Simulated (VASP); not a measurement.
Crystal: LaOs3.

```
CELL_PARAMETERS angstrom
4.14707 0.00000 0.00000
0.00000 4.14707 0.00000
0.00000 0.00000 4.14707
ATOMIC_POSITIONS crystal
La 0.00000 0.00000 0.00000
Os 0.00000 0.50000 0.50000
Os 0.50000 0.50000 0.00000
Os 0.50000 0.00000 0.50000
```

Program: VASP 6.6.1. Alike in all runs: task single point; no spin polarisation; cell as given; k mesh 8 × 8 × 8; cutoff (eV) 520; smearing gaussian 0.05 eV.

**Question.** Order these runs on this cell by their pressure, lowest first.
A. level PBE; potentials or basis VASP PAW PBE potentials, release 64 (La, Os)
B. level PBEsol; potentials or basis VASP PAW PBE potentials, release 64 (La, Os)
C. level LDA; potentials or basis VASP PAW LDA potentials, release 64 (La, Os)

**Answer.** C (-11.2 GPa), B (-7.6 GPa), A (0.1 GPa).

Caveats: the cell stands under tension (at least some runs); the PAW data sets were made with another functional, which shifts forces and pressure a little (at least some runs).
